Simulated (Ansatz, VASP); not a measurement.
## CaS: VASP beside Ansatz

```
Ca S
1.0
     0.00000    2.84300    2.84300
     2.84300    0.00000    2.84300
     2.84300    2.84300    0.00000
Ca S
1 1
Cartesian
  2.8430 2.8430 2.8430
  0.0000 0.0000 0.0000
```

Alike in both runs: task single point; functional r2SCAN; k mesh 10 × 10 × 10; occupations gaussian, width 0.05 eV; no spin polarisation.

|  | VASP | Ansatz |
| --- | --- | --- |
| version | VASP 6.6.1 | Ansatz 0.2.0 |
| potentials or method | VASP PAW PBE potentials, release 64 (Ca_sv, S), cutoff 550 eV | scalar-relativistic, plane waves, PAW |
| valence electrons in the cell | 16 | 16 |

```csv
,VASP,Ansatz,Ansatz less VASP
gap on the k mesh at the Fermi level (eV),2.79,2.79,-0.003
least direct gap on the mesh (eV),3.62,3.62,0.000
pressure (GPa),0.6,0.3,-0.31
```

VASP's potentials were made for PBE, not for r2SCAN.
